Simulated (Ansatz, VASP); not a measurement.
# Nb in VASP and in Ansatz

INCAR

```
SYSTEM = Nb
ALGO = Normal ; EDIFF = 1E-6
ENCUT = 520 ; ISIF = 2
ISMEAR = -1 ; LASPH = .TRUE.
LCHARG = .FALSE. ; LREAL = .FALSE.
LWAVE = .FALSE. ; NBANDS = 12
NELM = 60 ; PREC = Accurate
SIGMA = 0.1
```

The input KPOINTS:

```
k-points
0
G
  22 22 22
  0 0 0
```

POSCAR

```
Nb
1.0
   -1.6444694775      1.6444694775      1.6444694775
    1.6444694775     -1.6444694775      1.6444694775
    1.6444694775      1.6444694775     -1.6444694775
Nb
1
Direct
    0.0000000000      0.0000000000      0.0000000000
```

Input for Ansatz:

```yaml
crystal:
  lattice:
    - [-1.6444694775, 1.6444694775, 1.6444694775]
    - [1.6444694775, -1.6444694775, 1.6444694775]
    - [1.6444694775, 1.6444694775, -1.6444694775]
  atoms:
    - { symbol: Nb, position: [0.0, 0.0, 0.0] }
hamiltonian:
  xc: lda
  pseudopotentials:
    kind: paw
    azcp:
      Nb: "pseudopotentials/Nb.paw.azcp"
basis:
  ecutwfc: 420
  fft_grid_basis: typed
kpoints:
  mp_grid: { grid: [22, 22, 22], shift: [0, 0, 0] }
magnetization:
  spin_polarized: false
scf:
  occupations: { method: fermi_dirac, width: 0.1 }
output:
  stress: true
```

Alike in both runs: task single point; functional LDA; k mesh 22 × 22 × 22; occupations fermi-dirac, width 0.1 eV; no spin polarisation.

```csv
,VASP,Ansatz
version,VASP 6.6.1,Ansatz 0.2.0
potentials or method,"VASP PAW LDA potentials, release 64 (Nb_sv), cutoff 520 eV","plane waves (420 eV) with PAW, scalar-relativistic"
valence electrons in the cell,13,13
```

VASP gave:

```
pressure (GPa) : -6.7
```

What did Ansatz give for the same quantities?

Pressure (GPa): -6.5.

Ansatz warns that its potentials were made for another functional, while VASP's fit it. LDA's correlation is that of Perdew and Zunger in VASP and of Perdew and Wang (1992) in Ansatz.
